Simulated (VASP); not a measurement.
# BaZnSbF (P4/nmm) in VASP: single point with PBE

Aim: the single point of BaZnSbF with PBE.

All numbers are computed with VASP 6.6.1; they aren't measurements. Logs are shortened: lines on timing, memory, paths and dates and some standing lists are left out, and cuts for length are marked.

**1. The cell of the first run**

The structure is tetragonal, space group P4/nmm (No. 129). The conventional cell has a = 4.497 Å, b = 4.497 Å, c = 9.908 Å, α = 90.00°, β = 90.00°, γ = 90.00°. Ba (site symmetry 4mm) has 4 F at 2.69 Å within 3.5 Å. F (site symmetry -4m2) has 4 Ba at 2.69 Å and 4 F at 3.18 Å within 3.5 Å. Zn (site symmetry -4m2) has 4 Sb at 2.79 Å and 4 Zn at 3.18 Å within 3.7 Å. Sb (site symmetry 4mm) has 4 Zn at 2.79 Å and 4 Ba at 3.67 Å within 3.7 Å.

**2. Single point, PBE**

The input, POSCAR:

```
BaZnSbF
1.0
    4.4969400000      0.0000000000      0.0000000000
    0.0000000000      4.4969400000      0.0000000000
    0.0000000000      0.0000000000      9.9079990000
Ba F Zn Sb
2 2 2 2
Direct
    0.7500000000      0.7500000000      0.3507900000
    0.2500000000      0.2500000000      0.6492100000
    0.2500000000      0.7500000000      0.5000000000
    0.7500000000      0.2500000000      0.5000000000
    0.2500000000      0.7500000000      0.0000000000
    0.7500000000      0.2500000000      0.0000000000
    0.2500000000      0.2500000000      0.1660400000
    0.7500000000      0.7500000000      0.8339600000
```

The input, INCAR.step1:

```
SYSTEM = BaZnSbF
PREC = Accurate
ENCUT = 520
EDIFF = 1E-7
ISMEAR = 1
SIGMA = 0.0163
LREAL = .False.
LASPH = .True.
NELM = 80
ALGO = Normal
ISIF = 2
LWAVE = .False.
LCHARG = .True.
GGA = PE
NBANDS = 44
```

The input, KPOINTS.step1:

```
Automatic mesh
0
Gamma
  6 6 3
  0 0 0
```

The input, INCAR.step2:

```
SYSTEM = BaZnSbF
PREC = Accurate
ENCUT = 520
EDIFF = 1E-7
ISMEAR = -5
SIGMA = 0.0163
LREAL = .False.
LASPH = .True.
NELM = 80
ALGO = Normal
ISIF = 2
LWAVE = .False.
LCHARG = .False.
GGA = PE
LORBIT = 10
NEDOS = 2001
ICHARG = 11
```

The input, KPOINTS.step2:

```
Automatic mesh
0
Gamma
  9 9 5
  0 0 0
```

Potentials or basis: VASP PAW PBE potentials, release 64 (Ba_sv, F, Zn, Sb).

Run with:

```console
$ cat potpaw_PBE.64/Ba_sv/POTCAR potpaw_PBE.64/F/POTCAR potpaw_PBE.64/Zn/POTCAR potpaw_PBE.64/Sb/POTCAR > POTCAR
$ cp INCAR.step1 INCAR
$ cp KPOINTS.step1 KPOINTS
$ mpirun -np 1 vasp_std > vasp.out
$ cp INCAR.step2 INCAR
$ cp KPOINTS.step2 KPOINTS
$ mpirun -np 1 vasp_std > vasp.out
```

OUTCAR:

```text
SYSTEM = BaZnSbF
   PREC = Accurate
   ENCUT = 520
   EDIFF = 1E-7
   ISMEAR = -5
   LREAL = .False.
   LASPH = .True.
   NELM = 80
   ISIF = 2
   GGA = PE
   LORBIT = 10
   ICHARG = 11

 ion  position               nearest neighbor table
   1  0.750  0.750  0.351-   3 2.69   4 2.69   4 2.69   3 2.69   7 3.67   7 3.67   7 3.67   7 3.67
                             2 4.34   2 4.34   2 4.34   2 4.34
   2  0.250  0.250  0.649-   3 2.69   4 2.69   3 2.69   4 2.69   8 3.67   8 3.67   8 3.67   8 3.67
                             1 4.34   1 4.34   1 4.34   1 4.34
   3  0.250  0.750  0.500-   1 2.69   2 2.69   2 2.69   1 2.69
   4  0.750  0.250  0.500-   1 2.69   2 2.69   1 2.69   2 2.69
   5  0.250  0.750  0.000-   7 2.79   8 2.79   7 2.79   8 2.79
   6  0.750  0.250  0.000-   7 2.79   8 2.79   8 2.79   7 2.79
   7  0.250  0.250  0.166-   5 2.79   6 2.79   5 2.79   6 2.79   1 3.67   1 3.67   1 3.67   1 3.67

   8  0.750  0.750  0.834-   5 2.79   6 2.79   6 2.79   5 2.79   2 3.67   2 3.67   2 3.67   2 3.67

  LATTYP: Found a simple tetragonal cell.
 ALAT       =     4.4969400000
 C/A-ratio  =     2.2032757831

  Lattice vectors:

 A1 = (   4.4969400000,   0.0000000000,   0.0000000000)
 A2 = (   0.0000000000,   4.4969400000,   0.0000000000)
 A3 = (   0.0000000000,   0.0000000000,   9.9079990000)

Analysis of symmetry for initial positions (statically):
=====================================================================
 Subroutine PRICEL returns:
 Original cell was already a primitive cell.

 Routine SETGRP: Setting up the symmetry group for a
 simple tetragonal supercell.

 Subroutine GETGRP returns: Found 16 space group operations
 (whereof  4 operations were pure point group operations)
 out of a pool of 16 trial point group operations.

The static configuration has the point symmetry C_2h.
 The point group associated with its full space group is D_4h.

Analysis of symmetry for dynamics (positions and initial velocities):
=====================================================================
 Subroutine PRICEL returns:
 Original cell was already a primitive cell.

 Routine SETGRP: Setting up the symmetry group for a
 simple tetragonal supercell.

 Subroutine GETGRP returns: Found 16 space group operations
 (whereof  4 operations were pure point group operations)
 out of a pool of 16 trial point group operations.

The dynamic configuration has the point symmetry C_2h.
 The point group associated with its full space group is D_4h.

 Subroutine INISYM returns: Found 16 space group operations
 (whereof  4 operations are pure point group operations),
 and found     1 'primitive' translations

----------------------------------------------------------------------------------------

                                     Primitive cell

  volume of cell :     200.3642

  direct lattice vectors                    reciprocal lattice vectors
     4.496940000  0.000000000  0.000000000     0.222373436  0.000000000  0.000000000
     0.000000000  4.496940000  0.000000000     0.000000000  0.222373436  0.000000000
     0.000000000  0.000000000  9.907999000     0.000000000  0.000000000  0.100928553

  length of vectors
     4.496940000  4.496940000  9.907999000     0.222373436  0.222373436  0.100928553

  position of ions in fractional coordinates (direct lattice)
     0.750000000  0.750000000  0.350790000
     0.250000000  0.250000000  0.649210000
     0.250000000  0.750000000  0.500000000
     0.750000000  0.250000000  0.500000000
     0.250000000  0.750000000  0.000000000
     0.750000000  0.250000000  0.000000000
     0.250000000  0.250000000  0.166040000
     0.750000000  0.750000000  0.833960000

  ion indices of the primitive-cell ions
   primitive index   ion index
                 1           1
                 2           2
                 3           3
                 4           4
                 5           5
                 6           6
                 7           7
                 8           8

----------------------------------------------------------------------------------------

 KPOINTS: Automatic mesh

Automatic generation of k-mesh.
 Grid dimensions read from file:
 generate k-points for:    9    9    5

 Generating k-lattice:

  Cartesian coordinates                     Fractional coordinates (reciprocal lattice)
     0.024708160  0.000000000  0.000000000     0.111111111  0.000000000  0.000000000
     0.000000000  0.024708160  0.000000000     0.000000000  0.111111111  0.000000000
     0.000000000  0.000000000  0.020185711     0.000000000  0.000000000  0.200000000

  Length of vectors
     0.024708160  0.024708160  0.020185711

  Shift w.r.t. Gamma in fractional coordinates (k-lattice)
     0.000000000  0.000000000  0.000000000

 TETIRR: Found    593 inequivalent tetrahedra from     2430

 Subroutine IBZKPT returns following result:
 ===========================================

 Found     45 irreducible k-points:

 Following reciprocal coordinates:
            Coordinates               Weight
  0.000000  0.000000  0.000000      1.000000
  0.111111  0.000000  0.000000      4.000000
  0.222222  0.000000  0.000000      4.000000
  0.333333  0.000000  0.000000      4.000000
  0.444444  0.000000  0.000000      4.000000
  0.111111  0.111111  0.000000      4.000000
[... 16 lines left out ...]
  0.333333  0.111111  0.200000     16.000000
  0.444444  0.111111  0.200000     16.000000
 [... further k-points ...]
   k-points           NKPTS =     45   k-points in BZ     NKDIM =     45   number of bands    NBANDS=     40
   number of dos      NEDOS =   2001   number of ions     NIONS =      8
   total plane-waves  NPLWV = 103680
   dimension x,y,z NGX =    36 NGY =   36 NGZ =   80
   dimension x,y,z NGXF=    72 NGYF=   72 NGZF=  160
   ions per type =               2   2   2   2
   NGX,Y,Z   is equivalent  to a cutoff of  13.31, 13.31, 13.42 a.u.
   NGXF,Y,Z  is equivalent  to a cutoff of  26.62, 26.62, 26.85 a.u.
 SYSTEM =  BaZnSbF
   PREC   = accura    normal or accurate (medium, high low for compatibility)
   ISTART =      0    job   : 0-new  1-cont  2-samecut
   ICHARG =     11    charge: 1-file 2-atom 10-const
   ISPIN  =      1    spin polarized calculation?
   LNONCOLLINEAR =      F non collinear calculations
   LSORBIT =      F    spin-orbit coupling
   LASPH  =      T    aspherical Exc in radial PAW
   ENCUT  =  520.0 eV  38.22 Ry    6.18 a.u.   8.36  8.36 18.42*2*pi/ulx,y,z
   NELM   =     80;   NELMIN=  2; NELMDL=  0     # of ELM steps
   EDIFF  = 0.1E-06   stopping-criterion for ELM
   LREAL  =      F    real-space projection
   EDIFFG = 0.1E-05   stopping-criterion for IOM
   NSW    =      0    number of steps for IOM
   IBRION =     -1    ionic relax: 0-MD 1-quasi-New 2-CG
   NFREE  =      0    steps in history (QN), initial steepest desc. (CG)
   ISIF   =      2    stress and relaxation
   ISYM   =      2    0-nonsym 1-usesym 2-fastsym
   POTIM  = 0.5000    time-step for ionic-motion
   TEBEG  =    0.0;   TEEND  =   0.0 temperature during run
   PSTRESS=    0.0 pullay stress
   NELECT =      68.0000    total number of electrons
   NUPDOWN=      -1.0000    fix difference up-down
   EMIN   =  10.00;   EMAX   =-10.00  energy-range for DOS
   EFERMI =   0.00;   METHOD = LEGACY
   ISMEAR =    -5;   SIGMA  =   0.02  broadening in eV -4-tet -1-fermi 0-gaus
   EFERMI_NEDOS =   21; number of points for ismear=-14 and -15
   IALGO  =     38    algorithm
   IMIX   =      4    mixing-type and parameters
     AMIX     =   0.40;   BMIX     =  1.00
     AMIX_MAG =   1.60;   BMIX_MAG =  1.00
  volume/ion in A,a.u.               =      25.05       169.02
  Fermi-wavevector in a.u.,A,eV,Ry     =   1.141925  2.157926 17.741912  1.303994
  Thomas-Fermi vector in A             =   2.278625
   LORBIT       =     10    0 simple, 1 ext, 2 COOP (PROOUT), +10 PAW based schemes
   GGA     = PE    functional components
   LHFCALC =     F    Hartree Fock is set to
   AEXX    =    0.0000 exact exchange contribution
   IVDW    =     0    specifies the selected vdW correction
   LEPSILON=     F    determine dielectric tensor
   LRPA    =     F    only Hartree local field effects (RPA)
 non-spin polarized calculation
 Fermi weights with tetrahedron method with Bloechl corrections
  energy-cutoff  :      520.00
  volume of cell :      200.36
 maximum number of plane-waves:      5433
 NGX is ok and might be reduce to    36

 number of electron      68.0000045 magnetization

 Free energy of the ion-electron system (eV)
  ---------------------------------------------------
  ext. energy  EPLUGINS =         0.00000000
  ---------------------------------------------------
  free energy    TOTEN  =       -32.22245098 eV

  energy without entropy =      -32.22245098  energy(sigma->0) =      -32.22245098

 E-fermi :   3.7721     XC(G=0):  -9.2810

 val. band max:        3.7756421324   @ k =   0.0000   0.0000   0.0000
 cond. band min:       3.7646089878   @ k =   0.0000   0.0000   0.4000
 fundamental gap:     -0.0110331446
 Fermi energy:         3.7721150806

 k-point     1 :       0.0000    0.0000    0.0000
  band No.  band energies     occupation
      1     -24.3798      2.00000
      2     -24.2452      2.00000
      3     -20.1527      2.00000
      4     -20.1116      2.00000
      5      -9.5666      2.00000
      6      -9.5666      2.00000
[... 32 lines left out ...]
     39       6.4491      0.00000
     40       7.5844      0.00000

 k-point     2 :       0.1111    0.0000    0.0000
  band No.  band energies     occupation
      1     -24.3717      2.00000
      2     -24.2449      2.00000
      3     -20.1580      2.00000
      4     -20.1201      2.00000
      5      -9.6077      2.00000
      6      -9.5565      2.00000
[... 32 lines left out ...]
     39       6.4311      0.00000
     40       7.5940      0.00000

 k-point     3 :       0.2222    0.0000    0.0000
  band No.  band energies     occupation
      1     -24.3495      2.00000
      2     -24.2456      2.00000
      3     -20.1715      2.00000
      4     -20.1417      2.00000
      5      -9.6537      2.00000
      6      -9.5324      2.00000
[... 32 lines left out ...]
     39       7.1703      0.00000
     40       7.2599      0.00000

 k-point     4 :       0.3333    0.0000    0.0000
  band No.  band energies     occupation
      1     -24.3194      2.00000
      2     -24.2511      2.00000
      3     -20.1861      2.00000
      4     -20.1674      2.00000
      5      -9.6572      2.00000
      6      -9.5582      2.00000
[... 32 lines left out ...]
     39       6.9666      0.00000
     40       7.4207      0.00000
[... 772 lines left out ...]
     39       6.9120      0.00000
     40       6.9751      0.00000

 k-point    23 :       0.3333    0.1111    0.2000
  band No.  band energies     occupation
      1     -24.3131      2.00000
      2     -24.2488      2.00000
      3     -20.1923      2.00000
      4     -20.1750      2.00000
      5      -9.6798      2.00000
      6      -9.5578      2.00000
[... 32 lines left out ...]
     39       6.8132      0.00000
     40       7.4201      0.00000

 k-point    24 :       0.4444    0.1111    0.2000
  band No.  band energies     occupation
      1     -24.2841      2.00000
      2     -24.2616      2.00000
      3     -20.1998      2.00000
      4     -20.1939      2.00000
      5      -9.6320      2.00000
      6      -9.5569      2.00000
[... 32 lines left out ...]
     39       6.7184      0.00000
     40       6.9656      0.00000

 [... further k-points ...]

------------------------ aborting loop because EDIFF is reached ----------------------------------------

  FORCE on cell =-STRESS in cart. coord.  units (eV):
  Direction    XX          YY          ZZ          XY          YZ          ZX
  --------------------------------------------------------------------------------------
  -------------------------------------------------------------------------------------
  Total       -0.3105578     -0.3105578     -0.2100798      0.0000000      0.0000000      0.0000000
  in kB       -2.4833208     -2.4833208     -1.6798663      0.0000000      0.0000000      0.0000000
  external PRESSURE =      -2.2155026 kB  Pullay stress =       0.0000000 kB

 VOLUME and BASIS-vectors are now :
 -----------------------------------------------------------------------------
  energy-cutoff  :      520.00
  volume of cell :      200.36
      direct lattice vectors                 reciprocal lattice vectors
     4.496940000  0.000000000  0.000000000     0.222373436  0.000000000  0.000000000
     0.000000000  4.496940000  0.000000000     0.000000000  0.222373436  0.000000000
     0.000000000  0.000000000  9.907999000     0.000000000  0.000000000  0.100928553

 POSITION                                       TOTAL-FORCE (eV/Angst)
 -----------------------------------------------------------------------------------
      3.37271      3.37271      3.47563         0.000000     -0.000000     -0.077566
      1.12424      1.12424      6.43237         0.000000     -0.000000      0.077566
      1.12424      3.37271      4.95400         0.000000      0.000000      0.000000
      3.37271      1.12424      4.95400        -0.000000      0.000000      0.000000
      1.12424      3.37271      0.00000        -0.000000     -0.000000      0.000000
      3.37271      1.12424      0.00000         0.000000     -0.000000      0.000000
      1.12424      1.12424      1.64512         0.000000      0.000000     -0.031662
      3.37271      3.37271      8.26287        -0.000000     -0.000000      0.031662
 -----------------------------------------------------------------------------------
    total drift:                                0.000000      0.000000      0.000000

  FREE ENERGIE OF THE ION-ELECTRON SYSTEM (eV)
  ---------------------------------------------------
  free  energy   TOTEN  =       -32.2224509764 eV

  energy  without entropy=      -32.2224509764  energy(sigma->0) =      -32.22245098

 total charge

# of ion       s       p       d       tot
------------------------------------------
    1        2.002   5.621   0.242   7.864
    2        2.002   5.621   0.242   7.864
    3        1.735   4.353   0.000   6.088
    4        1.735   4.353   0.000   6.088
    5        0.544   0.377   9.747  10.667
    6        0.544   0.377   9.747  10.667
    7        1.127   1.360   0.016   2.502
    8        1.127   1.360   0.016   2.502
--------------------------------------------------
tot         10.816  23.420  20.008  54.244
```

It took 8.2 min on 1 thread of Intel Xeon Platinum 8259CL at 2.50GHz (Skylake/Cascade Lake), shared host; peak memory 0.53 GiB.

Results:

| Quantity | Value |
| --- | --- |
| Valence electrons inside the program's atomic spheres | Ba 7.86; F 6.09; Zn 10.67; Sb 2.50 |

Levels at points of the mesh, in eV from the Fermi level:
| k point | band 31 | band 32 | band 33 | band 34 | band 35 | band 36 | band 37 | band 38 |
| --- | --- | --- | --- | --- | --- | --- | --- | --- |
| (0.00, 0.00, 0.00) | -1.91 | -0.76 | -0.47 | 0.00 | 0.00 | 1.31 | 1.85 | 2.08 |

Caveat: spin-orbit coupling is left out, which moves the levels of the heavy elements.
